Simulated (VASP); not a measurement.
Cu, 1 atom in the cell. The typed cell holds 1 atom: a = 2.572 Å, b = 2.572 Å, c = 2.572 Å, α = 119.98°, β = 120.00°, γ = 90.02°. 

| Item | Value |
| --- | --- |
| Program | VASP 6.6.1 |
| Task | relaxation of cell and atoms |
| Functional | PBE |
| Potentials or basis | VASP PAW PBE potentials, release 64 (Cu) |
| Cutoff | 600 eV |
| k mesh | 22 × 22 × 22 |
| Occupations | gaussian, width 0.1 eV |
| Spin | no spin polarisation |
| Dipole correction | no |
| Further INCAR settings | ALGO = Fast; EDIFF = 1e-06; IBRION = 2; EDIFFG = -0.01; NSW = 80; ISIF = 3 |

Potentials or basis: VASP PAW PBE potentials, release 64 (Cu).

Command:

```console
$ cat potpaw_PBE.64/Cu/POTCAR > POTCAR
$ mpirun -np 1 vasp_std > vasp.out
```

Hardware: 1 thread of AMD EPYC 7R13 Processor (Zen 3), with other jobs on the host.

Problem. Estimate the wall time of this run.

Solution. Wall time 3.7 min on 1 thread of AMD EPYC 7R13 Processor (Zen 3), with other jobs on the host, peak memory 0.3 GiB. Counts: scf iterations 14, k points 1530, ion steps 1.
